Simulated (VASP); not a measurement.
Wanted: the native input for a VASP 6.6.1 run.

```
Task                   : single point
Functional             : LDA
Potentials or basis    : VASP PAW LDA potentials, release 64 (Ni_sv_GW, O)
Cutoff                 : 700 eV
k mesh                 : 12 × 12 × 6
Occupations            : gaussian, width 0.05 eV
Spin                   : no spin polarisation
Dipole correction      : no
Further INCAR settings : ALGO = Normal; EDIFF = 1e-06; NBANDS = 22
```

The structure of NiO2 lies in POSCAR:

```
NiO2
1.0
    2.7239885620      0.0000000000      0.0000000000
   -1.3619942810      2.3590432943      0.0000000000
    0.0000000000      0.0000000000      4.3267834318
Ni O
1 2
Direct
    0.0000000000      0.0000000000      0.5000000000
    0.6666666667      0.3333333333      0.6829609091
    0.3333333333      0.6666666667      0.3170390909
```

This cell differs from its parent crystal: atoms shifted along a free coordinate, c/a of the conventional cell at fixed volume 1.5884.

These files were run (other wordings do the same):

INCAR

```
PREC = Accurate ; ENCUT = 700
EDIFF = 1E-6 ; ISMEAR = 0
SIGMA = 0.05 ; LREAL = F
LASPH = T ; NELM = 120
ALGO = Normal ; ISIF = 2
LWAVE = F ; LCHARG = T
GGA = CA ; LELF = T
LVHAR = T ; NBANDS = 22
GGA_COMPAT = F
```

KPOINTS

```
regular mesh
0
Gamma
  12 12 6
```

Potentials or basis: VASP PAW LDA potentials, release 64 (Ni_sv_GW, O).

Command:

```sh
$ cat potpaw_LDA.64/Ni_sv_GW/POTCAR potpaw_LDA.64/O/POTCAR > POTCAR
$ mpirun -np 1 vasp_std > vasp.out
```

It gave:

```json
{
 "Pressure": "36.5 GPa",
 "Largest force": "3.654 eV/Å",
 "Band gap on the k mesh": "0.87 eV (least direct gap 1.50 eV)"
}
```

Caveat: the stress differs along the axes, from 31 to 39 GPa; the run has no spin polarisation, though such a crystal can be magnetic; forces of over 1 eV/Å act on the atoms, so gaps and moduli don't describe the material at rest.

It took 57 s on 1 thread of AMD EPYC 9R45 96-Core Processor (Zen 5), with other jobs on the host, peak memory 0.2 GiB.
